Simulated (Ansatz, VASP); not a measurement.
**BaNaBr3 in VASP and in Ansatz**

The input INCAR:

```
SYSTEM = BaNaBr3
  ALGO = Normal
  EDIFF = 1E-6
  ENCUT = 520
  GGA = PE
  ISIF = 2
  ISMEAR = -1
  LASPH = .True.
  LCHARG = .True.
  LELF = .True.
  LREAL = .False.
  LVHAR = .True.
  LWAVE = .False.
  NBANDS = 27
  NELM = 80
  PREC = Accurate
  SIGMA = 0.02
```

The input KPOINTS:

```
k-points
0
Gamma
  4 4 4
  0 0 0
```

POSCAR

```
BaNaBr3
1.0
    6.2605717850      0.0000000000      0.0000000000
    0.0000000000      6.2605717850      0.0000000000
    0.0000000000      0.0000000000      6.2605717850
Na Ba Br
1 1 3
Direct
    0.0000000000      0.0000000000      0.0000000000
    0.5000000000      0.5000000000      0.5000000000
    0.5000000000      0.5000000000      0.0000000000
    0.5000000000      0.0000000000      0.5000000000
    0.0000000000      0.5000000000      0.5000000000
```

Input for Ansatz:

```yaml
crystal:
  lattice:
    - [6.260571785, 0.0, 0.0]
    - [0.0, 6.260571785, 0.0]
    - [0.0, 0.0, 6.260571785]
  atoms:
    - { symbol: Na, position: [0.0, 0.0, 0.0] }
    - { symbol: Ba, position: [0.5, 0.5, 0.5] }
    - { symbol: Br, position: [0.5, 0.5, 0.0] }
    - { symbol: Br, position: [0.5, 0.0, 0.5] }
    - { symbol: Br, position: [0.0, 0.5, 0.5] }
kpoints:
  mp_grid: { grid: [4, 4, 4] }
  band_path:
    path: [[0.0, 0.0, 0.0], [0.0, 0.5, 0.0], [0.5, 0.5, 0.0], [0.5, 0.5, 0.5]]
    npoints: 1
hamiltonian:
  xc: pbe
scf:
  occupations: { method: fermi_dirac, width: 0.02 }
  n_extra_bands: 5
output:
  forces: true
  stress: true
  eigenvalues: true
```

Alike in both runs: task single point; functional PBE; k mesh 4 × 4 × 4; occupations fermi-dirac, width 0.02 eV; no spin polarisation.

|  | VASP | Ansatz |
| --- | --- | --- |
| version | VASP 6.6.1 | Ansatz 0.2.0 |
| potentials or method | VASP PAW PBE potentials, release 64 (Na_pv, Ba_sv, Br) | plane waves, PAW |
| plane-wave cutoff (eV) | 520 | 420 |
| valence electrons in the cell | 38 | 40 |

|  | VASP | Ansatz | Ansatz less VASP |
| --- | --- | --- | --- |
| gap on the k mesh at the Fermi level (eV) | 2.86 | 2.87 | +0.005 |
| pressure (GPa) | 0.4 | 0.1 | -0.23 |

VASP's potentials hold 38 valence electrons a cell and Ansatz's 40, so a difference there can come from the potentials and not from the codes.

Spin-orbit coupling is off throughout.
